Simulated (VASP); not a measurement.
# Co (P6_3/mmc) in VASP: notebook

The runs below take Co through single point, with r2SCAN, PBE+D3(BJ), PBE+D4, BLYP, revPBE+D3(BJ).

All numbers are computed with VASP 6.6.1; they aren't measurements. Logs are shortened: lines on timing, memory, paths and dates and some standing lists are left out, and cuts for length are marked.

## (1) The cell of the first run

It takes space group P6_3/mmc (No. 194, hexagonal). Conventional cell: a = 2.471 Å, b = 2.471 Å, c = 8.088 Å, α = 90.00°, β = 90.00°, γ = 120.00°. Within 3.3 Å of Co (site symmetry -6m2) lie 12 Co at 2.47 Å. Co (site symmetry -3m) has 12 Co at 2.47 Å within 3.3 Å.

## (2) Single point, r2SCAN, collinear spin, ferromagnetic start

File POSCAR:

```
Co
1.0
    2.4705617809      0.0000000000      0.0000000000
   -1.2352808905      2.1395692639      0.0000000000
    0.0000000000      0.0000000000      8.0882338000
Co
4
Direct
    0.6666666667      0.3333333333      0.7500000000
    0.0000000000      0.0000000000      0.5000000000
    0.3333333333      0.6666666667      0.2500000000
    0.0000000000      0.0000000000      0.0000000000
```

File INCAR.step1:

```
SYSTEM = Co
  ALGO = Normal
  EDIFF = 1E-4
  ENCUT = 520
  GGA = PE
  ISMEAR = -1
  ISPIN = 2
  LASPH = .TRUE.
  LCHARG = .FALSE.
  LMAXMIX = 4
  LREAL = .FALSE.
  LWAVE = .TRUE.
  MAGMOM = 2 2 2 2
  NBANDS = 30
  NELM = 150
  PREC = Accurate
  SIGMA = 0.05
```

File INCAR.step2:

```
SYSTEM = Co
  ALGO = Normal
  EDIFF = 1E-7
  ENCUT = 520
  ISIF = 2
  ISMEAR = -1
  ISPIN = 2
  ISTART = 1
  LASPH = .TRUE.
  LCHARG = .FALSE.
  LMAXMIX = 4
  LMIXTAU = .TRUE.
  LORBIT = 11
  LREAL = .FALSE.
  LWAVE = .FALSE.
  MAGMOM = 2 2 2 2
  METAGGA = R2SCAN
  NBANDS = 30
  NELM = 150
  PREC = Accurate
  SIGMA = 0.05
```

File KPOINTS:

```
k-points
0
G
  12 12 4
  0 0 0
```

Potentials or basis: VASP PAW PBE potentials, release 64 (Co).

Command:

```console
cat potpaw_PBE.64/Co/POTCAR > POTCAR
cp INCAR.step1 INCAR
mpirun -np 1 vasp_std > vasp.out
cp INCAR.step2 INCAR
mpirun -np 1 vasp_std > vasp.out
```

OUTCAR:

```text
SYSTEM = Co
   EDIFF = 1E-7
   ENCUT = 520
   ISIF = 2
   ISMEAR = -1
   ISPIN = 2
   ISTART = 1
   LASPH = .TRUE.
   LORBIT = 11
   LREAL = .FALSE.
   METAGGA = R2SCAN
   NELM = 150
   PREC = Accurate

 ion  position               nearest neighbor table
   1  0.667  0.333  0.750-   2 2.47   4 2.47   2 2.47   4 2.47   2 2.47   4 2.47
   2  0.000  0.000  0.500-   1 2.47   3 2.47   1 2.47   3 2.47   1 2.47   3 2.47
   3  0.333  0.667  0.250-   2 2.47   4 2.47   2 2.47   4 2.47   2 2.47   4 2.47
   4  0.000  0.000  0.000-   1 2.47   3 2.47   1 2.47   3 2.47   1 2.47   3 2.47

  LATTYP: Found a hexagonal cell.
 ALAT       =     2.4705617809
 C/A-ratio  =     3.2738439745

  Lattice vectors:

 A1 = (   2.4705617809,   0.0000000000,   0.0000000000)
 A2 = (  -1.2352808905,   2.1395692639,   0.0000000000)
 A3 = (   0.0000000000,   0.0000000000,   8.0882338000)

Analysis of symmetry for initial positions (statically):
=====================================================================
 Subroutine PRICEL returns:
 Original cell was already a primitive cell.

 Routine SETGRP: Setting up the symmetry group for a
 hexagonal supercell.

 Subroutine GETGRP returns: Found 24 space group operations
 (whereof 12 operations were pure point group operations)
 out of a pool of 24 trial point group operations.

The static configuration has the point symmetry D_3d.
 The point group associated with its full space group is D_6h.

Analysis of symmetry for dynamics (positions and initial velocities):
=====================================================================
 Subroutine PRICEL returns:
 Original cell was already a primitive cell.

 Routine SETGRP: Setting up the symmetry group for a
 hexagonal supercell.

 Subroutine GETGRP returns: Found 24 space group operations
 (whereof 12 operations were pure point group operations)
 out of a pool of 24 trial point group operations.

The dynamic configuration has the point symmetry D_3d.
 The point group associated with its full space group is D_6h.

Analysis of structural, dynamic, and magnetic symmetry:
=====================================================================
 Subroutine PRICEL returns:
 Original cell was already a primitive cell.

 Routine SETGRP: Setting up the symmetry group for a
 hexagonal supercell.

 Subroutine GETGRP returns: Found 24 space group operations
 (whereof 12 operations were pure point group operations)
 out of a pool of 24 trial point group operations.

The overall configuration has the point symmetry D_3d.
[... 130 lines left out ...]
   LHFCALC =     F    Hartree Fock is set to
   AEXX    =    0.0000 exact exchange contribution
   IVDW    =     0    specifies the selected vdW correction
   LEPSILON=     F    determine dielectric tensor
   LRPA    =     F    only Hartree local field effects (RPA)
 spin polarized calculation
  energy-cutoff  :      520.00
  volume of cell :       42.75
 maximum number of plane-waves:      1170
   NGX =  9   NGY =  9   NGZ = 31

 number of electron      35.9999991 magnetization       7.0599208

 Free energy of the ion-electron system (eV)
  ---------------------------------------------------
  ext. energy  EPLUGINS =         0.00000000
  ---------------------------------------------------
  free energy    TOTEN  =       -52.89413605 eV

  energy without entropy =      -52.87096905  energy(sigma->0) =      -52.88255255

 E-fermi :  10.6723     XC(G=0): -14.7761

 val. band max:       10.6715045022   @ k =   0.3333   0.2500   0.0000
 cond. band min:      10.6727573975   @ k =   0.2500   0.0833   0.0000
 fundamental gap:      0.0012528953
 Fermi energy:        10.6722510829

 spin component 1

 k-point     1 :       0.0000    0.0000    0.0000
  band No.  band energies     occupation
      1       1.0817      1.00000
      2       3.3352      1.00000
      3       3.3803      1.00000
      4       4.7326      1.00000
      5       6.8869      1.00000
      6       6.9323      1.00000
[... 781 lines left out ...]
     29      25.6475      0.00000
     30      26.4832      0.00000

 [... further k-points ...]

 spin component 2

 k-point     1 :       0.0000    0.0000    0.0000
  band No.  band energies     occupation
      1       0.5380      1.00000
      2       2.9679      1.00000
      3       2.9919      1.00000
      4       5.8288      1.00000
      5       8.6623      1.00000
      6       8.8086      1.00000
[... 781 lines left out ...]
     29      26.2255      0.00000
     30      27.0909      0.00000

 [... further k-points ...]

------------------------ aborting loop because EDIFF is reached ----------------------------------------

  FORCE on cell =-STRESS in cart. coord.  units (eV):
  Direction    XX          YY          ZZ          XY          YZ          ZX
  --------------------------------------------------------------------------------------
  -------------------------------------------------------------------------------------
  Total       -0.0478458     -0.0478458     -0.1317158      0.0000000      0.0000000      0.0000000
  in kB       -1.7929930     -1.7929930     -4.9359732      0.0000000      0.0000000      0.0000000
  external PRESSURE =      -2.8406531 kB  Pullay stress =       0.0000000 kB

 VOLUME and BASIS-vectors are now :
 -----------------------------------------------------------------------------
  energy-cutoff  :      520.00
  volume of cell :       42.75
      direct lattice vectors                 reciprocal lattice vectors
     2.470561781  0.000000000  0.000000000     0.404766239  0.233691897  0.000000000
    -1.235280890  2.139569264  0.000000000     0.000000000  0.467383794  0.000000000
     0.000000000  0.000000000  8.088233800     0.000000000  0.000000000  0.123636386

 POSITION                                       TOTAL-FORCE (eV/Angst)
 -----------------------------------------------------------------------------------
      1.23528      0.71319      6.06618        -0.000000      0.000000     -0.000000
      0.00000      0.00000      4.04412        -0.000000      0.000000     -0.000000
     -0.00000      1.42638      2.02206         0.000000     -0.000000      0.000000
      0.00000      0.00000      0.00000        -0.000000      0.000000     -0.000000
 -----------------------------------------------------------------------------------
    total drift:                                0.000000     -0.000000      0.000000

  FREE ENERGIE OF THE ION-ELECTRON SYSTEM (eV)
  ---------------------------------------------------
  free  energy   TOTEN  =       -52.8941360498 eV

  energy  without entropy=      -52.8709690544  energy(sigma->0) =      -52.88255255

 total charge

# of ion       s       p       d       tot
------------------------------------------
    1        0.516   0.577   7.227   8.320
    2        0.518   0.573   7.238   8.330
    3        0.516   0.577   7.227   8.320
    4        0.518   0.573   7.238   8.330
--------------------------------------------------
tot          2.068   2.300  28.930  33.298

 magnetization (x)

# of ion       s       p       d       tot
------------------------------------------
    1       -0.008  -0.079   1.924   1.837
    2       -0.009  -0.076   1.896   1.810
    3       -0.008  -0.079   1.924   1.837
    4       -0.009  -0.076   1.896   1.810
--------------------------------------------------
tot         -0.035  -0.309   7.639   7.295
```

Run time: 5 min. Hardware: 1 thread of Intel Xeon 6975P-C (Granite Rapids), shared host; peak memory 0.23 GiB.

What came out:

- Free energy: -52.8941 eV
- Pressure: -0.3 GPa
- Net moment: 7.06 μB per cell
- Site moments: Co +1.84, +1.81 (each value once) μB
- Valence electrons inside the program's atomic spheres: Co 8.32, 8.33 (each value once)

Caveat: the PAW data sets were made with another functional, which shifts forces and pressure a little.

## (3) Single point, PBE+D3(BJ), collinear spin, ferromagnetic start

This run uses another cell than the first one, of 11.33 Å³/atom.

File INCAR:

```
PREC = Accurate ; ENCUT = 690
EDIFF = 1E-6 ; ISMEAR = -1
SIGMA = 0.05 ; LREAL = False
LASPH = True ; NELM = 200
ALGO = Normal ; ISIF = 2
LWAVE = False ; LCHARG = True
ISPIN = 2 ; MAGMOM = 2 2 2 2
LORBIT = 11 ; LMAXMIX = 4
GGA = PE ; IVDW = 12
LELF = True ; LVHAR = True
NBANDS = 46 ; GGA_COMPAT = False
```

File KPOINTS:

```
regular mesh
0
Gamma
  12 12 4
```

File POSCAR:

```
Co
1.0
    2.5190164704      0.0000000000      0.0000000000
   -1.2595082352      2.1815322559      0.0000000000
    0.0000000000      0.0000000000      8.2468668932
Co
4
Direct
    0.6666666667      0.3333333333      0.7500000000
    0.0000000000      0.0000000000      0.5000000000
    0.3333333333      0.6666666667      0.2500000000
    0.0000000000      0.0000000000      0.0000000000
```

Potentials or basis: VASP PAW PBE potentials, release 64 (Co_sv).

Command:

```console
cat potpaw_PBE.64/Co_sv/POTCAR > POTCAR
mpirun -np 1 vasp_std > vasp.out
```

Run time: 3 min. Hardware: 1 thread of Intel Xeon 6975P-C (Granite Rapids), shared host; peak memory 0.39 GiB.

The run converged. Its results:

```yaml
Free_energy: -30.0324 eV
Pressure: -14.2 GPa
Net_moment: 6.79 μB per cell
Site_moments: Co +1.77, +1.76 (each value once) μB
Valence_electrons_inside_the_program's_atomic_spheres: Co 15.02, 15.03 (each value once)
Dispersion_energy_per_atom: -0.399 eV
```

Stress tensor (GPa, compression positive):
```
-13.14   0.00   0.00
  0.00 -13.14   0.00
  0.00   0.00 -16.20
```

Levels at points of the mesh, in eV from the Fermi level:
Spin up:
```csv
k point,band 34,band 35,band 36,band 37,band 38,band 39,band 40,band 41,band 42,band 43
"(0.00, 0.00, 0.00)",-1.58,-1.58,-1.28,-1.28,-0.92,-0.92,-0.35,5.68,14.05,14.05
"(0.50, 0.00, 0.00)",-0.69,-0.68,-0.66,0.18,1.23,2.21,2.81,6.47,6.50,9.87
"(0.00, 0.00, 0.50)",-1.72,-1.72,-1.72,-1.08,-1.08,-1.08,-1.08,8.64,8.64,20.02
"(0.50, 0.00, 0.50)",-0.81,-0.70,-0.70,1.06,1.06,2.54,2.54,6.84,6.84,8.73
```
Spin down:
```csv
k point,band 27,band 28,band 29,band 30,band 31,band 32,band 33,band 34
"(0.00, 0.00, 0.00)",-1.01,-0.75,-0.75,-0.72,-0.72,-0.42,0.11,0.11
"(0.50, 0.00, 0.00)",-0.74,-0.05,-0.01,0.42,1.16,1.18,1.20,1.21
"(0.00, 0.00, 0.50)",-0.93,-0.93,-0.84,-0.84,-0.84,-0.84,0.28,0.28
"(0.50, 0.00, 0.50)",-0.75,-0.75,-0.23,-0.23,0.81,0.81,1.18,1.18
```

Caveat: the cell stands under tension.

## (4) Single point, PBE+D4, collinear spin, ferromagnetic start

This run uses another cell than the first one, of 11.12 Å³/atom.

File INCAR:

```
PREC = Accurate
ENCUT = 690
EDIFF = 1E-6
ISMEAR = -1
SIGMA = 0.05
LREAL = False
LASPH = True
NELM = 200
ALGO = Normal
ISIF = 2
LWAVE = False
LCHARG = True
ISPIN = 2
MAGMOM = 2 2 2 2
LORBIT = 11
LMAXMIX = 4
GGA = PE
IVDW = 13
LELF = True
LVHAR = True
NBANDS = 46
GGA_COMPAT = False
```

File KPOINTS:

```
Automatic mesh
0
Gamma
  12 12 4
```

File POSCAR:

```
Co
1.0
    2.5030729010      0.0000000000      0.0000000000
   -1.2515364506      2.1677247198      0.0000000000
    0.0000000000      0.0000000000      8.1946701348
Co
4
Direct
    0.6666666667      0.3333333333      0.7500000000
    0.0000000000      0.0000000000      0.5000000000
    0.3333333333      0.6666666667      0.2500000000
    0.0000000000      0.0000000000      0.0000000000
```

Command:

```console
cat potpaw_PBE.64/Co_sv/POTCAR > POTCAR
mpirun -np 1 vasp_std > vasp.out
```

Run time: 5.1 min. Hardware: 1 thread of Intel Xeon Platinum 8488C (Sapphire Rapids), shared host; peak memory 0.37 GiB.

The run converged. Its results:

```yaml
Free_energy: -30.1418 eV
Pressure: -10.5 GPa
Net_moment: 6.73 μB per cell
Site_moments: Co +1.76, +1.74 (each value once) μB
Valence_electrons_inside_the_program's_atomic_spheres: Co 15.04
Dispersion_energy_per_atom: -0.418 eV
```

Stress tensor (GPa, compression positive):
```
 -9.39   0.00   0.00
  0.00  -9.39   0.00
  0.00   0.00 -12.77
```

Levels at points of the mesh, in eV from the Fermi level:
Spin up:
```tsv
k point	band 35	band 36	band 37	band 38	band 39	band 40	band 41	band 42
(0.00, 0.00, 0.00)	-1.56	-1.26	-1.26	-0.88	-0.88	-0.37	5.85	14.26
(0.50, 0.00, 0.00)	-0.64	-0.62	0.18	1.25	2.29	2.89	6.64	6.66
(0.00, 0.00, 0.50)	-1.71	-1.71	-1.05	-1.05	-1.05	-1.05	8.81	8.81
(0.50, 0.00, 0.50)	-0.65	-0.65	1.10	1.10	2.61	2.61	7.00	7.00
```
Spin down:
```tsv
k point	band 26	band 27	band 28	band 29	band 30	band 31	band 32	band 33	band 34	band 35
(0.00, 0.00, 0.00)	-1.05	-1.05	-0.78	-0.78	-0.74	-0.74	-0.43	0.10	0.10	0.43
(0.50, 0.00, 0.00)	-1.05	-0.77	-0.06	-0.02	0.42	1.19	1.21	1.22	1.24	1.28
(0.00, 0.00, 0.50)	-0.97	-0.97	-0.97	-0.87	-0.87	-0.87	-0.87	0.27	0.27	0.27
(0.50, 0.00, 0.50)	-0.84	-0.78	-0.78	-0.24	-0.24	0.82	0.82	1.20	1.20	1.30
```

Caveat: the cell stands under tension.

[end of part 1 of 2]
